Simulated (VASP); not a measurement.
Set up this calculation in VASP 6.6.1, as the native input.

```
Task                   : single point
Functional             : r2SCAN
Potentials or basis    : VASP PAW PBE potentials, release 64 (Ta_pv, K_sv, O)
Cutoff                 : 520 eV
k mesh                 : 7 × 7 × 7
Occupations            : fermi-dirac, width 0.05 eV
Spin                   : no spin polarisation
Dipole correction      : no
Further INCAR settings : ALGO = Normal; EDIFF = 1e-06; NBANDS = 27
```

Crystal: KTaO3.

```
CELL_PARAMETERS angstrom
3.99018 0.00000 0.00000
0.00000 3.99018 0.00000
0.00000 0.00000 3.99018
ATOMIC_POSITIONS crystal
Ta 0.00000 0.00000 0.00000
K 0.50000 0.50000 0.50000
O 0.00000 0.00000 0.50000
O 0.00000 0.50000 0.00000
O 0.50000 0.00000 0.00000
```

One way to write it, as run:

POSCAR

```
KTaO3
1.0
    3.9901849267      0.0000000000      0.0000000000
    0.0000000000      3.9901849267      0.0000000000
    0.0000000000      0.0000000000      3.9901849267
Ta K O
1 1 3
Direct
    0.0000000000      0.0000000000      0.0000000000
    0.5000000000      0.5000000000      0.5000000000
    0.0000000000      0.0000000000      0.5000000000
    0.0000000000      0.5000000000      0.0000000000
    0.5000000000      0.0000000000      0.0000000000
```

INCAR.step1

```
  PREC = Accurate
  ENCUT = 520
  ISMEAR = -1
  SIGMA = 0.05
  LREAL = False
  LASPH = True
  NELM = 80
  NBANDS = 27
  GGA = PE
  ALGO = Normal
  EDIFF = 1E-4
  LWAVE = True
  LCHARG = False
```

INCAR.step2

```
  PREC = Accurate
  ENCUT = 520
  EDIFF = 1E-6
  ISMEAR = -1
  SIGMA = 0.05
  LREAL = False
  LASPH = True
  NELM = 80
  ALGO = Normal
  ISIF = 2
  LWAVE = False
  LCHARG = False
  METAGGA = R2SCAN
  LMIXTAU = True
  NBANDS = 27
  ISTART = 1
```

KPOINTS

```
Automatic mesh
0
Gamma
  7 7 7
```

Potentials or basis: VASP PAW PBE potentials, release 64 (Ta_pv, K_sv, O).

Command:

```sh
$ cat potpaw_PBE.64/Ta_pv/POTCAR potpaw_PBE.64/K_sv/POTCAR potpaw_PBE.64/O/POTCAR > POTCAR
$ cp INCAR.step1 INCAR
$ mpirun -np 1 vasp_std > vasp.out
$ cp INCAR.step2 INCAR
$ mpirun -np 1 vasp_std > vasp.out
```

It gave:

```
Pressure               : 0.9 GPa
Band gap on the k mesh : 2.66 eV (least direct gap 3.25 eV)
```

Caveat: the PAW data sets were made with another functional, which shifts forces and pressure a little; spin-orbit coupling is left out, which moves the levels of the heavy elements; an odd mesh through Γ misses points on the zone boundary, where band edges can lie.

Wall time 110 s on 1 thread of AMD EPYC 7R13, on a shared host, peak memory 0.19 GiB.
